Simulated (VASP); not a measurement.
# Ni (Fm-3m) in VASP: notebook

Ni is run at these levels: PBE; tasks: single point.

All numbers are computed with VASP 6.6.1; they aren't measurements. Logs are shortened: lines on timing, memory, paths and dates and some standing lists are left out, and cuts for length are marked.

### Step 1. The cell of the first run

The structure is cubic, space group Fm-3m (No. 225). Conventional cell: a = 3.518 Å, b = 3.518 Å, c = 3.518 Å, α = 90.00°, β = 90.00°, γ = 90.00°. Ni (site symmetry m-3m) has 12 Ni at 2.49 Å within 3.3 Å.

### Step 2. Single point, PBE, collinear spin, ferromagnetic start

INCAR

```
ALGO     = Normal         # electronic algorithm
EDIFF    = 1E-6           # SCF threshold, eV
ENCUT    = 600            # plane-wave cutoff, eV
GGA      = PE             # functional
GGA_COMPAT= False        
ISIF     = 2              # what is computed and relaxed
ISMEAR   = 0              # smearing method
ISPIN    = 2              # spin polarisation
LASPH    = True           # aspherical terms in the spheres
LCHARG   = False          # write CHGCAR
LMAXMIX  = 4              # l up to which the mixer works
LORBIT   = 11             # projections on sites
LREAL    = False          # projectors in reciprocal space
LWAVE    = False          # write WAVECAR
MAGMOM   = 0.81           # initial moments
NBANDS   = 15             # bands
NELM     = 200            # most SCF steps
PREC     = Accurate       # precision mode
SIGMA    = 0.1            # smearing width, eV
```

KPOINTS

```
k-points
0
Gamma
  20 20 20
```

POSCAR

```
Ni
1.0
    0.0000000000      1.7592219664      1.7592219664
    1.7592219664      0.0000000000      1.7592219664
    1.7592219664      1.7592219664      0.0000000000
Ni
1
Direct
    0.0000000000      0.0000000000      0.0000000000
```

Potentials or basis: VASP PAW PBE potentials, release 64 (Ni).

Command:

```console
> cat potpaw_PBE.64/Ni/POTCAR > POTCAR
> mpirun -np 1 vasp_std > vasp.out
```

OUTCAR:

```text
EDIFF = 1E-6
   ENCUT = 600
   GGA = PE
   ISIF = 2
   ISMEAR = 0
   ISPIN = 2
   LASPH = True
   LORBIT = 11
   LREAL = False
   NELM = 200
   PREC = Accurate

 ion  position               nearest neighbor table
   1  0.000  0.000  0.000-

  LATTYP: Found a face centered cubic cell.
 ALAT       =     3.5184439328

  Lattice vectors:

 A1 = (   0.0000000000,   1.7592219664,   1.7592219664)
 A2 = (   1.7592219664,   0.0000000000,   1.7592219664)
 A3 = (   1.7592219664,   1.7592219664,   0.0000000000)

Analysis of symmetry for initial positions (statically):
=====================================================================
 Subroutine PRICEL returns:
 Original cell was already a primitive cell.

 Routine SETGRP: Setting up the symmetry group for a
 face centered cubic supercell.

 Subroutine GETGRP returns: Found 48 space group operations
 (whereof 48 operations were pure point group operations)
 out of a pool of 48 trial point group operations.

The static configuration has the point symmetry O_h .

Analysis of symmetry for dynamics (positions and initial velocities):
=====================================================================
 Subroutine PRICEL returns:
 Original cell was already a primitive cell.

 Routine SETGRP: Setting up the symmetry group for a
 face centered cubic supercell.

 Subroutine GETGRP returns: Found 48 space group operations
 (whereof 48 operations were pure point group operations)
 out of a pool of 48 trial point group operations.

The dynamic configuration has the point symmetry O_h .

Analysis of structural, dynamic, and magnetic symmetry:
=====================================================================
 Subroutine PRICEL returns:
 Original cell was already a primitive cell.

 Routine SETGRP: Setting up the symmetry group for a
 face centered cubic supercell.

 Subroutine GETGRP returns: Found 48 space group operations
 (whereof 48 operations were pure point group operations)
 out of a pool of 48 trial point group operations.

The overall configuration has the point symmetry O_h .

 Subroutine INISYM returns: Found 48 space group operations
 (whereof 48 operations are pure point group operations),
 and found     1 'primitive' translations

----------------------------------------------------------------------------------------

                                     Primitive cell

  volume of cell :      10.8891

  direct lattice vectors                    reciprocal lattice vectors
     0.000000000  1.759221966  1.759221966    -0.284216551  0.284216551  0.284216551
[... 126 lines left out ...]
  ext. energy  EPLUGINS =         0.00000000
  ---------------------------------------------------
  free energy    TOTEN  =        -5.47482635 eV

  energy without entropy =       -5.46605129  energy(sigma->0) =       -5.47043882

 E-fermi :   9.3652     XC(G=0): -13.2505

 val. band max:        9.3645260256   @ k =  -0.4500   0.5000   0.0500
 cond. band min:       9.3652392270   @ k =   0.4000   0.0000   0.0000
 fundamental gap:      0.0007132014
 Fermi energy:         9.3652184588

 spin component 1

 k-point     1 :       0.0000    0.0000    0.0000
  band No.  band energies     occupation
      1       0.3607      1.00000
      2       6.9287      1.00000
      3       6.9287      1.00000
      4       6.9287      1.00000
      5       8.1062      1.00000
      6       8.1062      1.00000
      7      33.0821      0.00000
      8      36.9356      0.00000
      9      36.9356      0.00000
     10      36.9356      0.00000
     11      39.8694      0.00000
     12      39.8694      0.00000
     13      39.8694      0.00000
     14      42.8385      0.00000
[... 403 lines left out ...]
      4       7.1922      1.00000
      5       8.4354      1.00000
      6       8.7849      1.00000
      7      18.4983      0.00000
      8      31.0405      0.00000
      9      33.4047      0.00000
     10      35.2636      0.00000
     11      37.2447      0.00000
     12      39.0828      0.00000
     13      43.3025      0.00000
     14      49.9787      0.00000
     15      51.5588      0.00000

 [... further k-points ...]

 spin component 2

 k-point     1 :       0.0000    0.0000    0.0000
  band No.  band energies     occupation
      1       0.3240      1.00000
      2       7.6852      1.00000
      3       7.6852      1.00000
      4       7.6852      1.00000
      5       8.6914      1.00000
      6       8.6914      1.00000
      7      32.9171      0.00000
      8      36.9148      0.00000
      9      36.9148      0.00000
     10      36.9148      0.00000
     11      39.9694      0.00000
     12      39.9694      0.00000
     13      39.9694      0.00000
     14      42.7136      0.00000
[... 403 lines left out ...]
      4       7.7039      1.00000
      5       9.1663      0.99755
      6       9.4791      0.05357
      7      18.7415      0.00000
      8      31.0064      0.00000
      9      33.4024      0.00000
     10      35.3665      0.00000
     11      37.2719      0.00000
     12      39.1009      0.00000
     13      43.3640      0.00000
     14      50.0502      0.00000
     15      51.7778      0.00000

 [... further k-points ...]

------------------------ aborting loop because EDIFF is reached ----------------------------------------

  FORCE on cell =-STRESS in cart. coord.  units (eV):
  Direction    XX          YY          ZZ          XY          YZ          ZX
  --------------------------------------------------------------------------------------
  -------------------------------------------------------------------------------------
  Total       -0.0058736     -0.0058736     -0.0058736      0.0000000     -0.0000000     -0.0000000
  in kB       -0.8642191     -0.8642191     -0.8642191      0.0000000     -0.0000000     -0.0000000
  external PRESSURE =      -0.8642191 kB  Pullay stress =       0.0000000 kB

 VOLUME and BASIS-vectors are now :
 -----------------------------------------------------------------------------
  energy-cutoff  :      600.00
  volume of cell :       10.89
      direct lattice vectors                 reciprocal lattice vectors
     0.000000000  1.759221966  1.759221966    -0.284216551  0.284216551  0.284216551
     1.759221966  0.000000000  1.759221966     0.284216551 -0.284216551  0.284216551
     1.759221966  1.759221966  0.000000000     0.284216551  0.284216551 -0.284216551

 POSITION                                       TOTAL-FORCE (eV/Angst)
 -----------------------------------------------------------------------------------
      0.00000      0.00000      0.00000         0.000000      0.000000      0.000000
 -----------------------------------------------------------------------------------
    total drift:                               -0.000000     -0.000000     -0.000000

  FREE ENERGIE OF THE ION-ELECTRON SYSTEM (eV)
  ---------------------------------------------------
  free  energy   TOTEN  =        -5.4748263520 eV

  energy  without entropy=       -5.4660512909  energy(sigma->0) =       -5.47043882

 total charge

# of ion       s       p       d       tot
------------------------------------------
    1        0.497   0.497   8.314   9.308

 magnetization (x)

# of ion       s       p       d       tot
------------------------------------------
    1       -0.007  -0.025   0.672   0.640
```

OSZICAR:

```text
N       E                     dE             d eps       ncg     rms          rms(c)
DAV:   1     0.364812675923E+02    0.36481E+02   -0.46433E+03 16170   0.958E+02
DAV:   2    -0.483576286989E+01   -0.41317E+02   -0.38461E+02 17166   0.176E+02
DAV:   3    -0.649305420186E+01   -0.16573E+01   -0.16385E+01 18972   0.336E+01
DAV:   4    -0.650355407389E+01   -0.10500E-01   -0.10498E-01 18624   0.256E+00
DAV:   5    -0.650368652561E+01   -0.13245E-03   -0.13245E-03 19346   0.257E-01    0.989E+00
DAV:   6    -0.581730874428E+01    0.68638E+00   -0.13567E+01 22248   0.405E+01    0.592E+00
DAV:   7    -0.549213556697E+01    0.32517E+00   -0.23551E+00 20377   0.153E+01    0.192E+00
DAV:   8    -0.547771398549E+01    0.14422E-01   -0.23995E-02 19225   0.107E+00    0.933E-01
DAV:   9    -0.547527677630E+01    0.24372E-02   -0.19732E-03 25329   0.281E-01    0.249E-01
DAV:  10    -0.547484071422E+01    0.43606E-03   -0.43871E-04 25745   0.113E-01    0.377E-02
DAV:  11    -0.547482537864E+01    0.15336E-04   -0.42991E-05 23745   0.440E-02    0.319E-02
DAV:  12    -0.547482635201E+01   -0.97337E-06   -0.11285E-06 15943   0.800E-03
   1 F= -.54748264E+01 E0= -.54704388E+01  d E =-.877506E-02  mag=     0.6282
```

stdout:

```text
POSCAR found type information on POSCAR Ni
 POSCAR found :  1 types and       1 ions
 scaLAPACK will be used
 LDA part: xc-table for (Slater+PW92), standard interpolation
 POSCAR, INCAR and KPOINTS ok, starting setup
 FFT: planning ... GRIDC
 FFT: planning ... GRID_SOFT
 FFT: planning ... GRID
 WAVECAR not read
 entering main loop
```

It took 80 s on 1 thread of AMD EPYC 7R43 (Zen 3), shared host; peak memory 0.15 GiB.

Results:

```
Free energy                                           : -5.4748 eV
Pressure                                              : -0.1 GPa
Net moment                                            : 0.63 μB per cell
Site moments                                          : Ni +0.64 μB
Valence electrons inside the program's atomic spheres : Ni 9.31
```

Levels at points of the mesh, in eV from the Fermi level:
Spin up:
```csv
k point,band 2,band 3,band 4,band 5,band 6,band 7,band 8,band 9
"(0.00, 0.00, 0.00)",-2.44,-2.44,-2.44,-1.26,-1.26,23.72,27.57,27.57
"(0.50, 0.00, 0.00)",-2.42,-2.42,-0.61,-0.61,-0.29,5.65,22.21,24.66
"(0.50, 0.50, 0.00)",-4.19,-0.55,-0.48,-0.48,2.45,9.21,14.82,14.82
```
Spin down:
| k point | band 1 | band 2 | band 3 | band 4 | band 5 | band 6 | band 7 | band 8 | band 9 | band 10 |
| --- | --- | --- | --- | --- | --- | --- | --- | --- | --- | --- |
| (0.00, 0.00, 0.00) | -9.04 | -1.68 | -1.68 | -1.68 | -0.67 | -0.67 | 23.55 | 27.55 | 27.55 | 27.55 |
| (0.50, 0.00, 0.00) | -4.40 | -1.80 | -1.80 | -0.35 | 0.15 | 0.15 | 6.08 | 22.06 | 24.74 | 24.74 |
| (0.50, 0.50, 0.00) | -4.30 | -3.58 | 0.06 | 0.39 | 0.39 | 2.40 | 9.45 | 14.82 | 14.82 | 19.88 |

### Step 3. Single point, PBE, collinear spin, ferromagnetic start

INCAR

```
SYSTEM = Ni
PREC     = Accurate       ! precision mode
ENCUT    = 600            ! plane-wave cutoff, eV
EDIFF    = 1E-6           ! SCF threshold, eV
ISMEAR   = 0              ! smearing method
SIGMA    = 0.1            ! smearing width, eV
LREAL    = .FALSE.        ! projectors in reciprocal space
LASPH    = .TRUE.         ! aspherical terms in the spheres
NELM     = 200            ! most SCF steps
ALGO     = Normal         ! electronic algorithm
ISIF     = 2              ! what is computed and relaxed
LWAVE    = .FALSE.        ! write WAVECAR
LCHARG   = .FALSE.        ! write CHGCAR
ISPIN    = 2              ! spin polarisation
MAGMOM   = 0.75           ! initial moments
LORBIT   = 11             ! projections on sites
LMAXMIX  = 4              ! l up to which the mixer works
GGA      = PE             ! functional
NBANDS   = 15             ! bands
GGA_COMPAT= .FALSE.
```

KPOINTS

```
Automatic mesh
0
G
  20 20 20
  0 0 0
```

POSCAR is that of step 2.

Potentials or basis: VASP PAW PBE potentials, release 64 (Ni).

Command:

```console
> cat potpaw_PBE.64/Ni/POTCAR > POTCAR
> mpirun -np 1 vasp_std > vasp.out
```

It took 85 s on 1 thread of AMD EPYC 7R43 (Zen 3), shared host; peak memory 0.16 GiB.

It converged, with:

* Free energy: -5.4748 eV
* Pressure: -0.2 GPa
* Net moment: 0.63 μB per cell
* Site moments: Ni +0.64 μB
* Valence electrons inside the program's atomic spheres: Ni 9.31

Levels at points of the mesh, in eV from the Fermi level:
Spin up:
| k point | band 3 | band 4 | band 5 | band 6 | band 7 | band 8 |
| --- | --- | --- | --- | --- | --- | --- |
| (0.00, 0.00, 0.00) | -2.44 | -2.44 | -1.26 | -1.26 | 23.72 | 27.57 |
| (0.50, 0.00, 0.00) | -2.42 | -0.61 | -0.61 | -0.29 | 5.65 | 22.21 |
| (0.50, 0.50, 0.00) | -0.55 | -0.48 | -0.48 | 2.45 | 9.21 | 14.82 |
Spin down:
| k point | band 2 | band 3 | band 4 | band 5 | band 6 | band 7 | band 8 | band 9 |
| --- | --- | --- | --- | --- | --- | --- | --- | --- |
| (0.00, 0.00, 0.00) | -1.68 | -1.68 | -1.68 | -0.67 | -0.67 | 23.55 | 27.55 | 27.55 |
| (0.50, 0.00, 0.00) | -1.80 | -1.80 | -0.35 | 0.15 | 0.15 | 6.08 | 22.06 | 24.74 |
| (0.50, 0.50, 0.00) | -3.58 | 0.06 | 0.39 | 0.39 | 2.40 | 9.45 | 14.82 | 14.82 |
